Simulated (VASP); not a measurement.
A run of VASP 6.6.1 is set up as follows.

INCAR

```
PREC     = Accurate       # precision mode
ENCUT    = 520            # plane-wave cutoff, eV
EDIFF    = 1E-7           # SCF threshold, eV
ISMEAR   = -1             # smearing method
SIGMA    = 0.01           # smearing width, eV
LREAL    = False          # projectors in reciprocal space
LASPH    = True           # aspherical terms in the spheres
NELM     = 80             # most SCF steps
ALGO     = Fast           # electronic algorithm
ISIF     = 2              # what is computed and relaxed
LWAVE    = False          # write WAVECAR
LCHARG   = True           # write CHGCAR
GGA      = PS             # functional
LELF     = True           # ELF
LVHAR    = True         
NBANDS   = 25             # bands
```

The input KPOINTS:

```
regular mesh
0
Gamma
  16 16 8
```

POSCAR

```
CuO
1.0
    2.3446500000     -1.7134000000      0.0000000000
    2.3446500000      1.7134000000      0.0000000000
   -0.8605500000      0.0000000000      5.0594400000
Cu O
2 2
Direct
    0.0032000000      0.4968000000      0.0000000000
    0.4968000000      0.0032000000      0.5000000000
    0.5714000000      0.4056000000      0.2537000000
    0.4056000000      0.5714000000      0.7537000000
```

Potentials or basis: VASP PAW PBE potentials, release 64 (Cu, O).

The run is started by

```console
$ cat potpaw_PBE.64/Cu/POTCAR potpaw_PBE.64/O/POTCAR > POTCAR
$ mpirun -np 1 vasp_std > vasp.out
```

(1) What does it give for the largest force?

(2) What does it give for the pressure?

(3) Predict the band gap on the k mesh.

## Answers

(1) 0.755 eV/Å.

(2) -2.0 GPa.

(3) zero (bands 17 and 18 overlap by 0.73 eV).

Caveat: the PAW data sets were made with another functional, which shifts forces and pressure a little; semilocal functionals often make such compounds metallic where correlation or magnetic order opens a gap, which also shifts bond lengths.
